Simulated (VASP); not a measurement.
Input of a VASP 6.6.1 run:

File INCAR:

```
SYSTEM = Rh
ALGO = Fast ; EDIFF = 1E-6
ENCUT = 520 ; GGA = PS
ISIF = 2 ; ISMEAR = 0
LASPH = .TRUE. ; LCHARG = .FALSE.
LREAL = .FALSE. ; LWAVE = .FALSE.
NBANDS = 22 ; NELM = 60
PREC = Accurate ; SIGMA = 0.1
```

File KPOINTS:

```
k-points
0
G
  20 20 14
  0 0 0
```

Contents of POSCAR:

```
Rh
1.0
    1.8711012739      1.8711012739      0.0000000000
   -1.8910346725      1.8910346725      0.0000000000
    0.0000000000      0.0000000000      3.7969914898
Rh
2
Direct
    0.0000000000      0.0000000000      0.0000000000
    0.5000000000      0.5000000000      0.5000000000
```

Potentials or basis: VASP PAW PBE potentials, release 64 (Rh_pv).

Launch:

```sh
$ cat potpaw_PBE.64/Rh_pv/POTCAR > POTCAR
$ mpirun -np 1 vasp_std > vasp.out
```

Question: Estimate the pressure.

Answer: 1.4 GPa.

Question: Predict the band gap on the k mesh.

Answer: Zero (bands 15 and 16 overlap by 2.56 eV).

Stress tensor (GPa, compression positive):
```
 2.17  2.33  0.00
 2.33  2.17  0.00
 0.00  0.00 -0.15
```

Caveat: the cell differs from its parent crystal (uniaxial strain along a: -1.0 %, then relaxed in part); the PAW data sets were made with another functional, which shifts forces and pressure a little.
